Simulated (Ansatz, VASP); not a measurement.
**Two plane-wave programs on Rb2BaS2**

```xyz
5
Lattice="5.1399 0.0000 0.0000 -2.5700 4.4513 0.0000 0.0000 0.0000 9.1249" Properties=species:S:1:pos:R:3 pbc="T T T"
Rb    2.5700    1.4838    3.4301
Rb    0.0000    2.9675    5.6948
Ba    0.0000    0.0000    0.0000
S     2.5700    1.4838    6.5876
S     0.0000    2.9675    2.5373
```

Change from the starting cell: species swapped into the SrAl2Si2 type (P-3m1, No. 164).

Alike in both runs: task single point; functional PBE; k mesh 6 × 6 × 2; occupations gaussian, width 0.1 eV; no spin polarisation.

```csv
,VASP,Ansatz
version,VASP 6.6.1,Ansatz 0.2.0
potentials or method,"VASP PAW PBE potentials, release 64 (Rb_sv, Ba_sv, S), cutoff 520 eV","scalar-relativistic, plane waves, PAW"
valence electrons in the cell,40,40
```

VASP gave:

```
gap on the k mesh at the Fermi level (eV)                     : 1.65
least direct gap on the mesh (eV)                             : 1.94
pressure (GPa)                                                : -0.8
traceless stress, the component that is largest in VASP (GPa) : -1.84
rms of the force components (eV/Å)                            : 0.739
```

Problem. Which values does Ansatz return?

Solution. gap on the k mesh at the Fermi level (eV): 1.66; least direct gap on the mesh (eV): 1.94; pressure (GPa): -0.9; traceless stress, the component that is largest in VASP (GPa): -1.85; rms of the force components (eV/Å): 0.740.

Atom by atom the forces differ by 0.001 eV/Å (rms over components).

Neither program's run includes spin-orbit coupling.
